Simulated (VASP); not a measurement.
# CaO: G0W0 quasiparticle levels with PBE

CaO:

```
Ca O
1.0
     3.31994    0.00000    0.00000
    -1.65997    2.87515    0.00000
     0.00000    0.00000    5.81431
Ca O
2 2
Direct
  0.00000 0.00000 0.00000
  0.00000 0.00000 0.50000
  0.33333 0.66667 0.25000
  0.66667 0.33333 0.75000
```

| Item | Value |
| --- | --- |
| Program | VASP 6.6.1 |
| Task | G0W0 quasiparticle levels |
| Functional | PBE |
| Potentials or basis | VASP PAW PBE potentials, release 64 (Ca_sv_GW, O_GW) |
| Cutoff | 500 eV |
| k mesh | 6 × 6 × 4 |
| Occupations | gaussian, width 0.01 eV |
| Spin | no spin polarisation |
| Dipole correction | no |
| GW scheme | G0W0 |
| GW iterations | 1 |
| Cutoff of the response function | 120 |
| Frequency points | 48 |
| Empty bands | 165 |
| Further INCAR settings | ALGO = EVGW0; EDIFF = 1e-08; NBANDS = 181 |

- Quasiparticle gap: 6.12 eV
- Least direct quasiparticle gap: 6.12 eV
- Band gap of the starting levels on the mesh: 3.85 eV
- Least direct gap of the starting levels on the mesh: 3.85 eV

Wall time 68 min on 1 thread of AMD EPYC 7R13, on a shared host, peak memory 1.1 GiB.

Caveat: the k points lie up to 0.36 Å⁻¹ apart; bands, screening cutoff and mesh are small and nothing is extrapolated, so the quasiparticle values aren't converged.
